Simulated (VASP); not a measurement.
Write the native input for VASP 6.6.1 that does the following.

| Quantity | Value |
| --- | --- |
| Task | electric field gradients |
| Functional | PBEsol |
| Potentials or basis | VASP PAW PBE potentials, release 64 (C) |
| Cutoff | 520 eV |
| k mesh | 19 × 19 × 19 |
| Occupations | fermi-dirac, width 0.03 eV |
| Spin | no spin polarisation |
| Dipole correction | no |
| Further INCAR settings | ALGO = Normal; EDIFF = 1e-08; NBANDS = 11 |

The structure of C lies in POSCAR:

```
C
1.0
    1.2280263465      0.7090013417      3.3470108394
   -1.2280263465      0.7090013417      3.3470108394
    0.0000000000     -1.4180026834      3.3470108394
C
2
Direct
    0.1640000000      0.1640000000      0.1640000000
    0.8360000000      0.8360000000      0.8360000000
```

One way to write it, as run:

INCAR

```
PREC = Accurate
ENCUT = 520
EDIFF = 1E-8
ISMEAR = -1
SIGMA = 0.03
LREAL = False
LASPH = True
NELM = 100
ALGO = Normal
ISIF = 2
LWAVE = False
LCHARG = False
GGA = PS
LEFG = True
NBANDS = 11
```

KPOINTS

```
Automatic mesh
0
Gamma
  19 19 19
```

Potentials or basis: VASP PAW PBE potentials, release 64 (C).

The run is started by

```console
$ cat potpaw_PBE.64/C/POTCAR > POTCAR
$ mpirun -np 1 vasp_std > vasp.out
```

Results of the run:

| Item | Value |
| --- | --- |
| Pressure | 1.9 GPa |
| Largest force | 0.869 eV/Å |
| Largest electric field gradient by atom | C +32.1 V/Å² |

Caveat: this functional lacks dispersion, which binds layers or chains, so the pressure and a relaxed spacing across them are unreliable; without QUAD_EFG the Cq values of the log hold for a quadrupole moment of 1 mb, not for the nuclei; the PAW data sets were made with another functional, which shifts forces and pressure a little.

Wall time 3.3 min on 1 thread of AMD EPYC 7R13 Processor (Zen 3), on a shared host, peak memory 0.2 GiB.
